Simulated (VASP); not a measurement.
Input of a VASP 6.6.1 run:

Contents of POSCAR:

```
Li3OF
1.0
    3.5677765876      0.0000000000      0.0000000000
    0.0000000000      3.5677765876      0.0000000000
    0.0000000000      0.0000000000      3.5677765876
F O Li
1 1 3
Direct
    0.0000000000      0.0000000000      0.0000000000
    0.5000000000      0.5000000000      0.5000000000
    0.5000000000      0.5000000000      0.0000000000
    0.5000000000      0.0000000000      0.5000000000
    0.0000000000      0.5000000000      0.5000000000
```

Contents of INCAR.step1:

```
SYSTEM = Li3OF
PREC = Accurate ; ENCUT = 520
ISMEAR = 0 ; SIGMA = 0.01
LREAL = .FALSE. ; LASPH = .TRUE.
NELM = 80 ; NBANDS = 19
GGA = PE ; ALGO = Normal
EDIFF = 1E-4 ; LWAVE = .TRUE.
LCHARG = .FALSE.
```

File INCAR.step2:

```
SYSTEM = Li3OF
PREC = Accurate ; ENCUT = 520
EDIFF = 1E-6 ; ISMEAR = 0
SIGMA = 0.01 ; LREAL = .FALSE.
LASPH = .TRUE. ; NELM = 80
ALGO = Normal ; ISIF = 2
LWAVE = .FALSE. ; LCHARG = .TRUE.
METAGGA = R2SCAN ; LMIXTAU = .TRUE.
LELF = .TRUE. ; LVHAR = .TRUE.
NBANDS = 19 ; ISTART = 1
```

Contents of KPOINTS:

```
regular mesh
0
G
  6 6 6
  0 0 0
```

Potentials or basis: VASP PAW PBE potentials, release 64 (F, O, Li_sv).

The run is started by

```console
$ cat potpaw_PBE.64/F/POTCAR potpaw_PBE.64/O/POTCAR potpaw_PBE.64/Li_sv/POTCAR > POTCAR
$ cp INCAR.step1 INCAR
$ mpirun -np 1 vasp_std > vasp.out
$ cp INCAR.step2 INCAR
$ mpirun -np 1 vasp_std > vasp.out
```

Problem. Estimate the band gap on the k mesh.

Solution. 5.94 eV, indirect (least direct gap 6.44 eV).

 A k mesh can miss the band edges.
